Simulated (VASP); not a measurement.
Li:

```xyz
2
Lattice="3.9046 0.0000 0.0000 -1.9523 3.3815 0.0000 0.0000 0.0000 6.5565" Properties=species:S:1:pos:R:3 pbc="T T T"
Li    0.0000    2.2543    0.0000
Li    1.9523    1.1272    0.0000
```

The cell was generated, and may not be a known phase.

* Program: VASP 6.6.1
* Task: relaxation of cell and atoms
* Functional: PBE
* Potentials or basis: VASP PAW PBE potentials, release 64 (Li_sv)
* Cutoff: 600 eV
* k mesh: 6 × 6 × 4
* Occupations: gaussian, width 0.1 eV
* Spin: no spin polarisation

At the start: pressure 2.0 GPa; volume 43.28 Å³/atom.

Q: Where does the relaxation end?

A: Over 17 steps the energy falls by 581.8 meV/atom and the volume is 26.26 Å³/atom (-39.3 %); space group P6/mmm (No. 191, to 0.1 Å) before and after.

Step by step:
| step | energy change (eV) | largest force (eV/Å) | pressure (GPa) | volume (Å³) |
| --- | --- | --- | --- | --- |
| 1 | 0.0000 | 0.0000 | 1.96 | 86.57 |
| 2 | -0.1123 | 0.0000 | 1.34 | 93.32 |
| 3 | -0.2656 | 0.0000 | 0.16 | 114.34 |
| 4 | -0.2704 | 0.0000 | -0.15 | 119.99 |
| 5 | -0.2707 | 0.0000 | -0.08 | 118.69 |
| 6 | -0.2719 | 0.0000 | -0.08 | 117.90 |
| 7 | -0.2756 | 0.0000 | -0.08 | 115.54 |
| 8 | -0.2844 | 0.0000 | -0.10 | 110.81 |
| 9 | -0.3122 | 0.0000 | -0.21 | 101.31 |
| 10 | -0.4678 | 0.0000 | -0.62 | 82.20 |
| 11 | -0.8517 | 0.0000 | 3.57 | 43.49 |
| 12 | -0.6671 | 0.0000 | -1.00 | 71.64 |
| 13 | -1.1067 | 0.0000 | -0.97 | 57.61 |
| 14 | -1.1519 | 0.0000 | 0.47 | 50.56 |
| 15 | -1.1632 | 0.0000 | -0.12 | 52.97 |
| 16 | -1.1469 | 0.0000 | 0.66 | 49.85 |
| 17 | -1.1636 | 0.0000 | -0.02 | 52.53 |

Final structure:
```yaml
crystal:
  lattice:
    - [4.63411, 0.00000, 0.00000]
    - [-2.31706, 4.01326, 0.00000]
    - [0.00000, 0.00000, 2.82447]
  atoms:
    - { symbol: Li, position: [0.33333, 0.66667, 0.00000] }
    - { symbol: Li, position: [0.66667, 0.33333, 0.00000] }
```

Caveat: the cutoff is under 1.25 times the usual one of these potentials, so pressure, stress and relaxed cells hold a basis-set (Pulay) error; the volume moved by over 15 % at a fixed basis, so the end points are rough; the relaxation moved the vacuum too, so the length across it says nothing of the material.
